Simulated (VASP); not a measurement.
# SnS2 (P-3m1) in VASP: notebook

The runs below take SnS2 through single point, with HF, r2SCAN0.

All numbers are computed with VASP 6.6.1; they aren't measurements. Logs are shortened: lines on timing, memory, paths and dates and some standing lists are left out, and cuts for length are marked.

## Step 1: The cell of the first run

The structure is trigonal, space group P-3m1 (No. 164). Conventional cell: a = 3.661 Å, b = 3.661 Å, c = 5.962 Å, α = 90.00°, β = 90.00°, γ = 120.00°. Within 3.4 Å of Sn (site symmetry -3m) lie 6 S at 2.57 Å. S (site symmetry 3m) has 3 Sn at 2.57 Å within 3.4 Å.

## Step 2: Single point, HF

Contents of POSCAR:

```
SnS2
1.0
    3.6607548100      0.0000000000      0.0000000000
   -1.8303774050      3.1703066624      0.0000000000
    0.0000000000      0.0000000000      5.9617808746
Sn S
1 2
Direct
    0.0000000000      0.0000000000      0.0000000000
    0.3333333333      0.6666666667      0.2455905346
    0.6666666667      0.3333333333      0.7544094654
```

Contents of INCAR.step1:

```
ALGO = Normal
EDIFF = 1E-5
ENCUT = 400
GGA = PE
GGA_COMPAT = F
ISIF = 2
ISMEAR = 0
KPAR = 4
LASPH = T
LCHARG = F
LREAL = F
LWAVE = T
NBANDS = 20
NELM = 120
PREC = Accurate
SIGMA = 0.01
```

Contents of INCAR.step2:

```
AEXX = 1.0
AGGAC = 0.0
ALDAC = 0.0
ALGO = Normal
EDIFF = 1E-6
ENCUT = 400
GGA = PE
GGA_COMPAT = F
ISIF = 2
ISMEAR = 0
ISTART = 1
KPAR = 4
LASPH = T
LCHARG = F
LHFCALC = T
LREAL = F
LWAVE = F
NBANDS = 20
NELM = 120
PREC = Accurate
PRECFOCK = Normal
SIGMA = 0.01
```

Contents of KPOINTS:

```
k-points
0
Gamma
  6 6 4
```

Potentials or basis: VASP PAW PBE potentials, release 64 (Sn_d, S).

Command:

```console
> cat potpaw_PBE.64/Sn_d/POTCAR potpaw_PBE.64/S/POTCAR > POTCAR
> cp INCAR.step1 INCAR
> mpirun -np 4 vasp_std > vasp.out
> cp INCAR.step2 INCAR
> mpirun -np 4 vasp_std > vasp.out
```

OUTCAR:

```text
AEXX = 1.0
   EDIFF = 1E-6
   ENCUT = 400
   GGA = PE
   ISIF = 2
   ISMEAR = 0
   ISTART = 1
   LASPH = T
   LHFCALC = T
   LREAL = F
   NELM = 120
   PREC = Accurate
   PRECFOCK = Normal

 ion  position               nearest neighbor table
   1  0.000  0.000  0.000-   2 2.57   3 2.57   2 2.57   3 2.57   3 2.57   2 2.57
   2  0.333  0.667  0.246-   1 2.57   1 2.57   1 2.57
   3  0.667  0.333  0.754-   1 2.57   1 2.57   1 2.57

  LATTYP: Found a hexagonal cell.
 ALAT       =     3.6607548100
 C/A-ratio  =     1.6285660155

  Lattice vectors:

 A1 = (   3.6607548100,   0.0000000000,   0.0000000000)
 A2 = (  -1.8303774050,   3.1703066624,   0.0000000000)
 A3 = (   0.0000000000,   0.0000000000,   5.9617808746)

Analysis of symmetry for initial positions (statically):
=====================================================================
 Subroutine PRICEL returns:
 Original cell was already a primitive cell.

 Routine SETGRP: Setting up the symmetry group for a
 hexagonal supercell.

 Subroutine GETGRP returns: Found 12 space group operations
 (whereof 12 operations were pure point group operations)
 out of a pool of 24 trial point group operations.

The static configuration has the point symmetry D_3d.

Analysis of symmetry for dynamics (positions and initial velocities):
=====================================================================
 Subroutine PRICEL returns:
 Original cell was already a primitive cell.

 Routine SETGRP: Setting up the symmetry group for a
 hexagonal supercell.

 Subroutine GETGRP returns: Found 12 space group operations
 (whereof 12 operations were pure point group operations)
 out of a pool of 24 trial point group operations.

The dynamic configuration has the point symmetry D_3d.

 Subroutine INISYM returns: Found 12 space group operations
 (whereof 12 operations are pure point group operations),
 and found     1 'primitive' translations

----------------------------------------------------------------------------------------

                                     Primitive cell

  volume of cell :      69.1907

  direct lattice vectors                    reciprocal lattice vectors
     3.660754810  0.000000000  0.000000000     0.273167708  0.157713450  0.000000000
    -1.830377405  3.170306662  0.000000000     0.000000000  0.315426899  0.000000000
     0.000000000  0.000000000  5.961780875     0.000000000  0.000000000  0.167735115

  length of vectors
     3.660754810  3.660754810  5.961780875     0.315426899  0.315426899  0.167735115

  position of ions in fractional coordinates (direct lattice)
     0.000000000  0.000000000  0.000000000
     0.333333333  0.666666667  0.245590535
     0.666666667  0.333333333  0.754409465

  ion indices of the primitive-cell ions
   primitive index   ion index
                 1           1
                 2           2
                 3           3

----------------------------------------------------------------------------------------

 KPOINTS: k-points

Automatic generation of k-mesh.
 Grid dimensions read from file:
 generate k-points for:    6    6    4

 Generating k-lattice:

  Cartesian coordinates                     Fractional coordinates (reciprocal lattice)
     0.045527951  0.026285575  0.000000000     0.166666667 -0.000000000  0.000000000
     0.000000000  0.052571150  0.000000000     0.000000000  0.166666667  0.000000000
     0.000000000  0.000000000  0.041933779     0.000000000  0.000000000  0.250000000

  Length of vectors
     0.052571150  0.052571150  0.041933779

  Shift w.r.t. Gamma in fractional coordinates (k-lattice)
     0.000000000  0.000000000  0.000000000

 Subroutine IBZKPT returns following result:
 ===========================================

 Found     24 irreducible k-points:

 Following reciprocal coordinates:
            Coordinates               Weight
  0.000000  0.000000  0.000000      1.000000
  0.166667  0.000000  0.000000      6.000000
  0.333333  0.000000  0.000000      6.000000
  0.500000 -0.000000  0.000000      3.000000
  0.166667  0.166667  0.000000      6.000000
  0.333333  0.166667  0.000000     12.000000
[... 16 lines left out ...]
  0.333333  0.166667  0.500000     12.000000
  0.333333  0.333333  0.500000      2.000000
   k-points           NKPTS =     24   k-points in BZ     NKDIM =    144   number of bands    NBANDS=     20
   number of dos      NEDOS =    301   number of ions     NIONS =      3
   total plane-waves  NPLWV =  23040
   dimension x,y,z NGX =    24 NGY =   24 NGZ =   40
   dimension x,y,z NGXF=    48 NGYF=   48 NGZF=   80
   ions per type =               1   2
   NGX,Y,Z   is equivalent  to a cutoff of  10.90, 10.90, 11.15 a.u.
   NGXF,Y,Z  is equivalent  to a cutoff of  21.80, 21.80, 22.31 a.u.
 SYSTEM =  unknown system
   PREC   = accura    normal or accurate (medium, high low for compatibility)
   ISTART =      1    job   : 0-new  1-cont  2-samecut
   ICHARG =      0    charge: 1-file 2-atom 10-const
   ISPIN  =      1    spin polarized calculation?
   LNONCOLLINEAR =      F non collinear calculations
   LSORBIT =      F    spin-orbit coupling
   LASPH  =      T    aspherical Exc in radial PAW
   ENCUT  =  400.0 eV  29.40 Ry    5.42 a.u.   5.97  5.97  9.72*2*pi/ulx,y,z
   NELM   =    120;   NELMIN=  2; NELMDL=  0     # of ELM steps
   EDIFF  = 0.1E-05   stopping-criterion for ELM
   LREAL  =      F    real-space projection
   EDIFFG = 0.1E-04   stopping-criterion for IOM
   NSW    =      0    number of steps for IOM
   IBRION =     -1    ionic relax: 0-MD 1-quasi-New 2-CG
   NFREE  =      0    steps in history (QN), initial steepest desc. (CG)
   ISIF   =      2    stress and relaxation
   ISYM   =      3    0-nonsym 1-usesym 2-fastsym
   POTIM  = 0.5000    time-step for ionic-motion
   TEBEG  =    0.0;   TEEND  =   0.0 temperature during run
   PSTRESS=    0.0 pullay stress
   NELECT =      26.0000    total number of electrons
   NUPDOWN=      -1.0000    fix difference up-down
   EMIN   =  10.00;   EMAX   =-10.00  energy-range for DOS
   EFERMI =   0.00;   METHOD = LEGACY
   ISMEAR =     0;   SIGMA  =   0.01  broadening in eV -4-tet -1-fermi 0-gaus
   EFERMI_NEDOS =   21; number of points for ismear=-14 and -15
   IALGO  =     38    algorithm
   IMIX   =      1    mixing-type and parameters
     AMIX     =   0.40;   BMIX     =  1.00
     AMIX_MAG =   1.60;   BMIX_MAG =  1.00
  volume/ion in A,a.u.               =      23.06       155.64
  Fermi-wavevector in a.u.,A,eV,Ry     =   1.181363  2.232452 18.988538  1.395618
  Thomas-Fermi vector in A             =   2.317638
   LORBIT       =      0    0 simple, 1 ext, 2 COOP (PROOUT), +10 PAW based schemes
   GGA     = PE    functional components
   LHFCALC =     T    Hartree Fock is set to
   PRECFOCK=normal    Normal, Fast or Accurate (Low or Medium for compatibility)
   ENCUT4O =  -1.0   cutoff for four orbital integrals eV
   NKREDX  =     1    reduce k-point grid by
   NKREDY  =     1    reduce k-point grid by
   NKREDZ  =     1    reduce k-point grid by
   AEXX    =    1.0000 exact exchange contribution
   HFSCREEN=    0.0000 screening length (either q_TF or 0.3 A-1)
   HFSCREENC=   0.0000 screening length for correlation (either q_TF or 0.3 A-1)
   ENCUTFOCK=  -1.0 apply spherical cutoff to Coloumb kernel
   IVDW    =     0    specifies the selected vdW correction
   LEPSILON=     F    determine dielectric tensor
   LRPA    =     F    only Hartree local field effects (RPA)
 non-spin polarized calculation
 Gauss-broadening in eV      SIGMA  =   0.01
  energy-cutoff  :      400.00
  volume of cell :       69.19
 maximum number of plane-waves:      1272
  NGX = 18; NGY = 18; NGZ = 30

 number of electron      26.0000001 magnetization

 Free energy of the ion-electron system (eV)
  ---------------------------------------------------
  ext. energy  EPLUGINS =         0.00000000
  ---------------------------------------------------
  free energy    TOTEN  =       -28.35340062 eV

  energy without entropy =      -28.35340062  energy(sigma->0) =      -28.35340062

 E-fermi :   1.7010     XC(G=0):   0.0000

 val. band max:        1.6261842978   @ k =   0.1667   0.0000   0.2500
 cond. band min:       9.9984641624   @ k =   0.5000  -0.0000   0.2500
 fundamental gap:      8.3722798646
 Fermi energy:         1.7009910191

 k-point     1 :       0.0000    0.0000    0.0000
  band No.  band energies     occupation
      1     -26.9367      2.00000
      2     -26.9367      2.00000
      3     -26.7719      2.00000
      4     -26.7547      2.00000
      5     -26.7547      2.00000
      6     -17.4642      2.00000
[... 12 lines left out ...]
     19      19.2349      0.00000
     20      19.2349      0.00000

 k-point     2 :       0.1667    0.0000    0.0000
  band No.  band energies     occupation
      1     -26.9639      2.00000
      2     -26.9275      2.00000
      3     -26.7658      2.00000
      4     -26.7556      2.00000
      5     -26.7484      2.00000
      6     -17.0629      2.00000
[... 12 lines left out ...]
     19      18.5259      0.00000
     20      19.6199      0.00000

 k-point     3 :       0.3333    0.0000    0.0000
  band No.  band energies     occupation
      1     -27.0199      2.00000
      2     -26.9145      2.00000
      3     -26.7795      2.00000
      4     -26.7298      2.00000
      5     -26.7295      2.00000
      6     -15.9855      2.00000
[... 12 lines left out ...]
     19      19.0910      0.00000
     20      19.9785      0.00000

 k-point     4 :       0.5000   -0.0000    0.0000
  band No.  band energies     occupation
      1     -27.0482      2.00000
      2     -26.9107      2.00000
      3     -26.7868      2.00000
      4     -26.7175      2.00000
      5     -26.7156      2.00000
      6     -15.0561      2.00000
[... 429 lines left out ...]
 k-point    23 :       0.3333    0.1667    0.5000
  band No.  band energies     occupation
      1     -27.0237      2.00000
      2     -26.9334      2.00000
      3     -26.7732      2.00000
      4     -26.7337      2.00000
      5     -26.7160      2.00000
      6     -15.0126      2.00000
[... 12 lines left out ...]
     19      18.6910      0.00000
     20      20.1306      0.00000

 k-point    24 :       0.3333    0.3333    0.5000
  band No.  band energies     occupation
      1     -26.9836      2.00000
      2     -26.9836      2.00000
      3     -26.7485      2.00000
      4     -26.7485      2.00000
      5     -26.7198      2.00000
      6     -14.3078      2.00000
[... 12 lines left out ...]
     19      19.3521      0.00000
     20      19.3648      0.00000

------------------------ aborting loop because EDIFF is reached ----------------------------------------

  FORCE on cell =-STRESS in cart. coord.  units (eV):
  Direction    XX          YY          ZZ          XY          YZ          ZX
  --------------------------------------------------------------------------------------
  -------------------------------------------------------------------------------------
  Total        0.5741280      0.5741280     -0.6932676      0.0000000      0.0000000     -0.0000000
  in kB       13.2944813     13.2944813    -16.0532726      0.0000000      0.0000000     -0.0000000
  external PRESSURE =       3.5118967 kB  Pullay stress =       0.0000000 kB

 VOLUME and BASIS-vectors are now :
 -----------------------------------------------------------------------------
  energy-cutoff  :      400.00
  volume of cell :       69.19
      direct lattice vectors                 reciprocal lattice vectors
     3.660754810  0.000000000  0.000000000     0.273167708  0.157713450  0.000000000
    -1.830377405  3.170306662  0.000000000     0.000000000  0.315426899  0.000000000
     0.000000000  0.000000000  5.961780875     0.000000000  0.000000000  0.167735115

 POSITION                                       TOTAL-FORCE (eV/Angst)
 -----------------------------------------------------------------------------------
      0.00000      0.00000      0.00000         0.000000     -0.000000      0.000000
     -0.00000      2.11354      1.46416        -0.000000      0.000000     -0.884056
      1.83038      1.05677      4.49762         0.000000     -0.000000      0.884056
 -----------------------------------------------------------------------------------
    total drift:                                0.000000     -0.000000      0.000001

  FREE ENERGIE OF THE ION-ELECTRON SYSTEM (eV)
  ---------------------------------------------------
  free  energy   TOTEN  =       -28.3534006154 eV

  energy  without entropy=      -28.3534006154  energy(sigma->0) =      -28.35340062
```

Run time: 19 min. Hardware: 4 MPI ranks of AMD EPYC 7R43 (Zen 3), shared host; peak memory 0.15 GiB.

What came out:

- Free energy: -28.3534 eV
- Pressure: 0.4 GPa
- Largest force: 0.884 eV/Å
- Band gap on the k mesh: 8.37 eV (least direct gap 8.79 eV)

Forces in eV/Å, atoms in the order of the input:
```
Sn   0.000  0.000  0.000
S    0.000  0.000 -0.884
S    0.000  0.000  0.884
```

Caveat: the PAW data sets were made with another functional, which shifts forces and pressure a little; spin-orbit coupling is left out, which moves the levels of the heavy elements. A k mesh can miss the band edges.

## Step 3: Single point, r2SCAN0

POSCAR is that of step 2.

Contents of INCAR.step1:

```
SYSTEM = SnS2
PREC = Accurate
ENCUT = 440
EDIFF = 1E-5
ISMEAR = 0
SIGMA = 0.01
LREAL = .False.
LASPH = .True.
NELM = 120
ALGO = Normal
ISIF = 2
LWAVE = .True.
LCHARG = .False.
NBANDS = 20
GGA = PE
GGA_COMPAT = .False.
KPAR = 4
```

Contents of INCAR.step2:

```
SYSTEM = SnS2
PREC = Accurate
ENCUT = 440
EDIFF = 1E-6
ISMEAR = 0
SIGMA = 0.01
LREAL = .False.
LASPH = .True.
NELM = 120
ALGO = Normal
ISIF = 2
LWAVE = .False.
LCHARG = .False.
METAGGA = R2SCAN
LHFCALC = .True.
AEXX = 0.25
LMIXTAU = .True.
PRECFOCK = Normal
NBANDS = 20
ISTART = 1
GGA_COMPAT = .False.
KPAR = 4
```

Contents of KPOINTS:

```
Automatic mesh
0
Gamma
  6 6 4
  0 0 0
```

Potentials or basis: VASP PAW PBE potentials, release 64 (Sn_d, S).

Command:

```console
> cat potpaw_PBE.64/Sn_d/POTCAR potpaw_PBE.64/S/POTCAR > POTCAR
> cp INCAR.step1 INCAR
> mpirun -np 4 vasp_std > vasp.out
> cp INCAR.step2 INCAR
> mpirun -np 4 vasp_std > vasp.out
```

Wall time 30 min (4 MPI ranks of Oxide Virtual Turin-like, shared host); peak memory 0.18 GiB.

The run converged. Its results:

| Quantity | Value |
| --- | --- |
| Free energy | -39.5568 eV |
| Pressure | -1.5 GPa |
| Largest force | 0.392 eV/Å |
| Band gap on the k mesh | 3.31 eV (least direct gap 3.69 eV) |

Forces on the atoms (eV/Å):
```
Sn   0.000  0.000  0.000
S    0.000  0.000 -0.392
S    0.000  0.000  0.392
```

Stress tensor (GPa, compression positive):
```
-1.45  0.00  0.00
 0.00 -1.45  0.00
 0.00  0.00 -1.63
```

Levels at points of the mesh, in eV from the valence-band top:
| k point | band 9 | band 10 | band 11 | band 12 | band 13 | band 14 | band 15 | band 16 | band 17 | band 18 |
| --- | --- | --- | --- | --- | --- | --- | --- | --- | --- | --- |
| (0.00, 0.00, 0.00) | -0.62 | -0.62 | -0.27 | -0.27 | 0.00 | 3.93 | 5.70 | 7.61 | 7.61 | 11.20 |
| (0.50, 0.00, 0.00) | -4.76 | -2.89 | -2.73 | -0.94 | -0.22 | 3.50 | 6.62 | 8.09 | 8.48 | 10.09 |
| (0.00, 0.00, 0.50) | -1.98 | -0.71 | -0.71 | -0.14 | -0.14 | 5.08 | 5.78 | 7.36 | 7.36 | 11.30 |
| (0.50, 0.00, 0.50) | -5.21 | -2.57 | -1.94 | -0.71 | -0.55 | 3.33 | 6.81 | 7.78 | 8.53 | 9.34 |

Caveat: the PAW data sets were made with another functional, which shifts forces and pressure a little; spin-orbit coupling is left out, which moves the levels of the heavy elements. A k mesh can miss the band edges.
